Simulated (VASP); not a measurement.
# BaC2 (R-3m) in VASP: notebook, part 3 of 3

VASP 6.6.1. The steps go on from the part before.

### Step 6. Single point, LDA

This run uses another cell than the first one, of the same volume but with other edges.

INCAR reads:

```
ALGO = Normal ; EDIFF = 1E-6
ENCUT = 520 ; ISIF = 2
ISMEAR = 0 ; LASPH = True
LCHARG = True ; LELF = True
LREAL = False ; LVHAR = True
LWAVE = False ; NBANDS = 16
NELM = 80 ; PREC = Accurate
SIGMA = 0.05
```

KPOINTS reads:

```
k-points
0
Gamma
  9 9 9
```

POSCAR reads:

```
BaC2
1.0
    2.8210354875      1.6287255981      2.1423292097
   -2.8210354875      1.6287255981      2.1423292097
    0.0000000000     -3.2574511962      2.1423292097
Ba C
1 2
Direct
    0.0000000000      0.0000000000      0.0000000000
    0.5849370000      0.5849370000      0.5849370000
    0.4150630000      0.4150630000      0.4150630000
```

Potentials or basis: VASP PAW LDA potentials, release 64 (Ba_sv, C).

Command:

```console
> cat potpaw_LDA.64/Ba_sv/POTCAR potpaw_LDA.64/C/POTCAR > POTCAR
> mpirun -np 1 vasp_std > vasp.out
```

OUTCAR:

```text
EDIFF = 1E-6
   ENCUT = 520
   ISIF = 2
   ISMEAR = 0
   LASPH = True
   LREAL = False
   NELM = 80
   PREC = Accurate

 ion  position               nearest neighbor table
   1  0.000  0.000  0.000-   2 2.67   3 2.67   2 3.30   3 3.30   2 3.30   2 3.30   3 3.30   3 3.30

   2  0.585  0.585  0.585-   3 1.09   1 2.67   1 3.30   1 3.30   1 3.30
   3  0.415  0.415  0.415-   2 1.09   1 2.67   1 3.30   1 3.30   1 3.30

  LATTYP: Found a trigonal (rhomboedric) cell.
 ALAT       =     3.8987899069
 COS(alpha) =    -0.0470982369

  Lattice vectors:

 A1 = (   2.8210354875,   1.6287255981,   2.1423292097)
 A2 = (  -2.8210354875,   1.6287255981,   2.1423292097)
 A3 = (   0.0000000000,  -3.2574511962,   2.1423292097)

Analysis of symmetry for initial positions (statically):
=====================================================================
 Subroutine PRICEL returns:
 Original cell was already a primitive cell.

 Routine SETGRP: Setting up the symmetry group for a
 trigonal (rhombohedral) supercell.

 Subroutine GETGRP returns: Found 12 space group operations
 (whereof 12 operations were pure point group operations)
 out of a pool of 12 trial point group operations.

The static configuration has the point symmetry D_3d.

Analysis of symmetry for dynamics (positions and initial velocities):
=====================================================================
 Subroutine PRICEL returns:
 Original cell was already a primitive cell.

 Routine SETGRP: Setting up the symmetry group for a
 trigonal (rhombohedral) supercell.

 Subroutine GETGRP returns: Found 12 space group operations
 (whereof 12 operations were pure point group operations)
 out of a pool of 12 trial point group operations.

The dynamic configuration has the point symmetry D_3d.

 Subroutine INISYM returns: Found 12 space group operations
 (whereof 12 operations are pure point group operations),
 and found     1 'primitive' translations

----------------------------------------------------------------------------------------

                                     Primitive cell

  volume of cell :      59.0601

  direct lattice vectors                    reciprocal lattice vectors
     2.821035488  1.628725598  2.142329210     0.177239883  0.102329494  0.155593889
    -2.821035488  1.628725598  2.142329210    -0.177239883  0.102329494  0.155593889
     0.000000000 -3.257451196  2.142329210     0.000000000 -0.204658988  0.155593889

  length of vectors
     3.898789907  3.898789907  3.898789907     0.257089012  0.257089012  0.257089012

  position of ions in fractional coordinates (direct lattice)
     0.000000000  0.000000000  0.000000000
     0.584937000  0.584937000  0.584937000
     0.415063000  0.415063000  0.415063000

  ion indices of the primitive-cell ions
   primitive index   ion index
                 1           1
                 2           2
                 3           3

----------------------------------------------------------------------------------------

 KPOINTS: k-points

Automatic generation of k-mesh.
 Grid dimensions read from file:
 generate k-points for:    9    9    9

 Generating k-lattice:

  Cartesian coordinates                     Fractional coordinates (reciprocal lattice)
     0.019693320  0.011369944  0.017288210     0.111111111  0.000000000 -0.000000000
    -0.019693320  0.011369944  0.017288210     0.000000000  0.111111111 -0.000000000
     0.000000000 -0.022739888  0.017288210    -0.000000000 -0.000000000  0.111111111

  Length of vectors
     0.028565446  0.028565446  0.028565446

  Shift w.r.t. Gamma in fractional coordinates (k-lattice)
     0.000000000  0.000000000  0.000000000

 Subroutine IBZKPT returns following result:
 ===========================================

 Found     85 irreducible k-points:

 Following reciprocal coordinates:
            Coordinates               Weight
  0.000000  0.000000  0.000000      1.000000
  0.111111 -0.000000  0.000000      6.000000
  0.222222  0.000000  0.000000      6.000000
  0.333333  0.000000 -0.000000      6.000000
  0.444444  0.000000  0.000000      6.000000
  0.111111  0.111111  0.000000      6.000000
[... 16 lines left out ...]
 -0.333333  0.333333  0.000000      6.000000
  0.444444  0.444444  0.000000      6.000000
 [... further k-points ...]
   k-points           NKPTS =     85   k-points in BZ     NKDIM =     85   number of bands    NBANDS=     16
   number of dos      NEDOS =    301   number of ions     NIONS =      3
   total plane-waves  NPLWV =  27000
   dimension x,y,z NGX =    30 NGY =   30 NGZ =   30
   dimension x,y,z NGXF=    60 NGYF=   60 NGZF=   60
   ions per type =               1   2
   NGX,Y,Z   is equivalent  to a cutoff of  12.79, 12.79, 12.79 a.u.
   NGXF,Y,Z  is equivalent  to a cutoff of  25.58, 25.58, 25.58 a.u.
 SYSTEM =  unknown system
   PREC   = accura    normal or accurate (medium, high low for compatibility)
   ISTART =      0    job   : 0-new  1-cont  2-samecut
   ICHARG =      2    charge: 1-file 2-atom 10-const
   ISPIN  =      1    spin polarized calculation?
   LNONCOLLINEAR =      F non collinear calculations
   LSORBIT =      F    spin-orbit coupling
   LASPH  =      T    aspherical Exc in radial PAW
   ENCUT  =  520.0 eV  38.22 Ry    6.18 a.u.   7.25  7.25  7.25*2*pi/ulx,y,z
   NELM   =     80;   NELMIN=  2; NELMDL= -5     # of ELM steps
   EDIFF  = 0.1E-05   stopping-criterion for ELM
   LREAL  =      F    real-space projection
   EDIFFG = 0.1E-04   stopping-criterion for IOM
   NSW    =      0    number of steps for IOM
   IBRION =     -1    ionic relax: 0-MD 1-quasi-New 2-CG
   NFREE  =      0    steps in history (QN), initial steepest desc. (CG)
   ISIF   =      2    stress and relaxation
   ISYM   =      2    0-nonsym 1-usesym 2-fastsym
   POTIM  = 0.5000    time-step for ionic-motion
   TEBEG  =    0.0;   TEEND  =   0.0 temperature during run
   PSTRESS=    0.0 pullay stress
   NELECT =      18.0000    total number of electrons
   NUPDOWN=      -1.0000    fix difference up-down
   EMIN   =  10.00;   EMAX   =-10.00  energy-range for DOS
   EFERMI =   0.00;   METHOD = LEGACY
   ISMEAR =     0;   SIGMA  =   0.05  broadening in eV -4-tet -1-fermi 0-gaus
   EFERMI_NEDOS =   21; number of points for ismear=-14 and -15
   IALGO  =     38    algorithm
   IMIX   =      4    mixing-type and parameters
     AMIX     =   0.40;   BMIX     =  1.00
     AMIX_MAG =   1.60;   BMIX_MAG =  1.00
  volume/ion in A,a.u.               =      19.69       132.85
  Fermi-wavevector in a.u.,A,eV,Ry     =   1.101711  2.081932 16.514305  1.213767
  Thomas-Fermi vector in A             =   2.238143
   LORBIT       =      0    0 simple, 1 ext, 2 COOP (PROOUT), +10 PAW based schemes
   GGA     = CA    functional components
   LHFCALC =     F    Hartree Fock is set to
   AEXX    =    0.0000 exact exchange contribution
   IVDW    =     0    specifies the selected vdW correction
   LEPSILON=     F    determine dielectric tensor
   LRPA    =     F    only Hartree local field effects (RPA)
 non-spin polarized calculation
 Gauss-broadening in eV      SIGMA  =   0.05
  energy-cutoff  :      520.00
  volume of cell :       59.06
 maximum number of plane-waves:      1610
 NGX is ok and might be reduce to    30

 number of electron      17.9999998 magnetization

 Free energy of the ion-electron system (eV)
  ---------------------------------------------------
  ext. energy  EPLUGINS =         0.00000000
  ---------------------------------------------------
  free energy    TOTEN  =       -19.61156744 eV

  energy without entropy =      -19.61156744  energy(sigma->0) =      -19.61156744

 E-fermi :   2.2473     XC(G=0):  -9.6013

 val. band max:        1.9585431569   @ k =  -0.4444   0.4444   0.4444
 cond. band min:       2.8825481787   @ k =   0.0000   0.0000   0.0000
 fundamental gap:      0.9240050218
 Fermi energy:         2.2472564491

 k-point     1 :       0.0000    0.0000    0.0000
  band No.  band energies     occupation
      1     -25.0522      2.00000
      2     -11.4753      2.00000
      3     -10.0380      2.00000
      4      -9.9565      2.00000
      5      -9.9565      2.00000
      6      -0.7461      2.00000
[... 433 lines left out ...]
      3     -10.7509      2.00000
      4     -10.6306      2.00000
      5      -9.7797      2.00000
      6      -0.9658      2.00000
[... 8 lines left out ...]
     15      10.9954      0.00000
     16      11.3083      0.00000

 [... further k-points ...]

------------------------ aborting loop because EDIFF is reached ----------------------------------------

  FORCE on cell =-STRESS in cart. coord.  units (eV):
  Direction    XX          YY          ZZ          XY          YZ          ZX
  --------------------------------------------------------------------------------------
  -------------------------------------------------------------------------------------
  Total       -2.3216847     -2.3216847     30.4953010      0.0000000     -0.0000000      0.0000000
  in kB      -62.9824987    -62.9824987    827.2743812      0.0000000     -0.0000000      0.0000000
  external PRESSURE =     233.7697946 kB  Pullay stress =       0.0000000 kB

 VOLUME and BASIS-vectors are now :
 -----------------------------------------------------------------------------
  energy-cutoff  :      520.00
  volume of cell :       59.06
      direct lattice vectors                 reciprocal lattice vectors
     2.821035488  1.628725598  2.142329210     0.177239883  0.102329494  0.155593889
    -2.821035488  1.628725598  2.142329210    -0.177239883  0.102329494  0.155593889
     0.000000000 -3.257451196  2.142329210     0.000000000 -0.204658988  0.155593889

 POSITION                                       TOTAL-FORCE (eV/Angst)
 -----------------------------------------------------------------------------------
      0.00000      0.00000      0.00000        -0.000000     -0.000000      0.000000
      0.00000      0.00000      3.75938         0.000000      0.000000     20.471895
      0.00000      0.00000      2.66760         0.000000     -0.000000    -20.471895
 -----------------------------------------------------------------------------------
    total drift:                                0.000000     -0.000000     -0.000000

  FREE ENERGIE OF THE ION-ELECTRON SYSTEM (eV)
  ---------------------------------------------------
  free  energy   TOTEN  =       -19.6115674446 eV

  energy  without entropy=      -19.6115674446  energy(sigma->0) =      -19.61156744
```

OSZICAR:

```text
N       E                     dE             d eps       ncg     rms          rms(c)
DAV:   1     0.775997600649E+02    0.77600E+02   -0.86444E+03  2728   0.102E+03
DAV:   2    -0.208832753244E+02   -0.98483E+02   -0.92506E+02  3784   0.193E+02
DAV:   3    -0.257913905588E+02   -0.49081E+01   -0.48935E+01  3856   0.443E+01
DAV:   4    -0.258600034665E+02   -0.68613E-01   -0.68602E-01  3528   0.514E+00
DAV:   5    -0.258617175751E+02   -0.17141E-02   -0.17141E-02  4032   0.559E-01    0.124E+01
DAV:   6    -0.199784833131E+02    0.58832E+01   -0.11537E+01  3320   0.185E+01    0.599E+00
DAV:   7    -0.196383930411E+02    0.34009E+00   -0.25327E+00  3776   0.886E+00    0.269E+00
DAV:   8    -0.196357221949E+02    0.26708E-02   -0.40434E-01  3320   0.371E+00    0.756E-01
DAV:   9    -0.196113606260E+02    0.24362E-01   -0.59848E-02  3488   0.156E+00    0.153E-01
DAV:  10    -0.196115675613E+02   -0.20694E-03   -0.60936E-03  3472   0.480E-01    0.149E-01
DAV:  11    -0.196115763968E+02   -0.88355E-05   -0.27619E-04  4104   0.101E-01    0.323E-02
DAV:  12    -0.196115711886E+02    0.52082E-05   -0.81773E-05  3696   0.622E-02    0.213E-02
DAV:  13    -0.196115680039E+02    0.31847E-05   -0.12292E-05  3344   0.231E-02    0.115E-02
DAV:  14    -0.196115674446E+02    0.55930E-06   -0.31969E-06  3096   0.119E-02
   1 F= -.19611567E+02 E0= -.19611567E+02  d E =-.768261E-18
```

stdout:

```text
POSCAR found type information on POSCAR BaC
 POSCAR found :  2 types and       3 ions
 scaLAPACK will be used
 LDA part: xc-table for (Slater(with rela. corr.)+CA(PZ))
 , standard interpolation
 POSCAR, INCAR and KPOINTS ok, starting setup
 FFT: planning ... GRIDC
 FFT: planning ... GRID_SOFT
 FFT: planning ... GRID
 WAVECAR not read
 entering main loop
```

It took 1.9 min on 1 thread of AMD EPYC 7R13, shared host; peak memory 0.18 GiB.

What came out:

* Free energy: -19.6116 eV
* Pressure: 23.4 GPa
* Largest force: 20.472 eV/Å
* Band gap on the k mesh: 0.92 eV, indirect (least direct gap 2.56 eV)

Forces on the atoms (eV/Å):
```
Ba    0.000   0.000   0.000
C     0.000   0.000  20.472
C     0.000   0.000 -20.472
```

Levels at points of the mesh, in eV from the valence-band top:
| k point | band 6 | band 7 | band 8 | band 9 | band 10 | band 11 | band 12 | band 13 |
| --- | --- | --- | --- | --- | --- | --- | --- | --- |
| (0.00, 0.00, 0.00) | -2.70 | -2.05 | -2.05 | -1.73 | 0.92 | 0.92 | 4.19 | 6.60 |

Caveat: spin-orbit coupling is left out, which moves the levels of the heavy elements; forces of over 1 eV/Å act on the atoms, so gaps and moduli don't describe the material at rest.

### Step 7. Overview

| cell | gap on the mesh (eV) | pressure (GPa) | largest force (eV/Å) |
| --- | --- | --- | --- |
| a = 3.997 Å, angles 76.1°, 3 atoms | 1.13 | -11.5 | 7.49 |
| a = 3.898 Å, angles 87.4°, 3 atoms | 1.18 | 3.0 | 5.49 |
| a = 3.950 Å, angles 79.9°, 3 atoms | 1.25 | -9.6 | 4.93 |
| a = 3.905 Å, angles 85.7°, 3 atoms | 1.22 | -1.3 | 2.24 |
| a = 3.899 Å, angles 92.7°, 3 atoms | 0.92 | 23.4 | 20.47 |

Alike in all rows: task single point; level LDA; potentials or basis VASP PAW LDA potentials, release 64 (Ba_sv, C); no spin polarisation; k mesh 9 × 9 × 9; cutoff (eV) 520; smearing gaussian 0.05 eV.

Caveats: spin-orbit coupling is left out, which moves the levels of the heavy elements; forces of over 1 eV/Å act on the atoms, so gaps and moduli don't describe the material at rest.

Total energies depend on the potentials used, so only differences within one code and one set of settings carry meaning.
